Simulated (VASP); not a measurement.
Cu, 1 atom in the cell. The typed cell holds 1 atom: a = 2.565 Å, b = 2.598 Å, c = 2.506 Å, α = 59.95°, β = 60.31°, γ = 59.68°. 

```yaml
Program: VASP 6.6.1
Task: single point
Functional: PBEsol
Potentials_or_basis: VASP PAW PBE potentials, release 64 (Cu)
Cutoff: 520 eV
k_mesh: 9 × 9 × 9
Occupations: fermi-dirac, width 0.025 eV
Spin: no spin polarisation
Dipole_correction: no
Further_INCAR_settings: ALGO = Fast; EDIFF = 1e-06; NBANDS = 12
```

Potentials or basis: VASP PAW PBE potentials, release 64 (Cu).

The run is started by

```console
$ cat potpaw_PBE.64/Cu/POTCAR > POTCAR
$ mpirun -np 1 vasp_std > vasp.out
```

Hardware: 1 thread of Intel(R) Xeon(R) 6975P-C (Granite Rapids), on a shared host.

Task: How long does it take, and how much memory?

Result: Run time: 20 s on 1 thread of Intel(R) Xeon(R) 6975P-C (Granite Rapids) (shared host), peak memory 0.16 GiB. Counts: scf iterations 12, k points 365.
